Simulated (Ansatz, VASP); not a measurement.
Two plane-wave programs on PtSe2

```xyz
6
Lattice="3.7070 0.0000 0.0000 -1.8535 3.2104 0.0000 0.0000 0.0000 22.7982" Properties=species:S:1:pos:R:3 pbc="T T T"
Se    1.8535    1.0701    4.5000
Se    0.0000    2.1403    7.1491
Se    0.0000    4.2805   10.6591
Se   -1.8535    5.3506   13.3082
Pt    0.0000    0.0000    5.8245
Pt   -1.8535    3.2104   11.9836
```

Alike in both runs: task single point; functional PBE; dispersion D3(BJ); k mesh 9 × 9 × 1; occupations gaussian, width 0.05 eV; no spin polarisation.

```csv
,VASP,Ansatz
version,VASP 6.6.1,Ansatz 0.2.0
potentials or method,"VASP PAW PBE potentials, release 64 (Se, Pt), cutoff 520 eV","scalar-relativistic, plane waves, PAW"
valence electrons in the cell,44,100
```

```csv
,VASP,Ansatz,Ansatz less VASP
gap on the k mesh at the Fermi level (eV),1.02,1.02,+0.008
least direct gap on the mesh (eV),1.22,1.23,+0.008
rms of the force components (eV/Å),0.040,0.040,+0.0002
```

VASP's potentials hold 44 valence electrons a cell and Ansatz's 100, so a difference there can come from the potentials and not from the codes.

Neither program's run includes spin-orbit coupling.
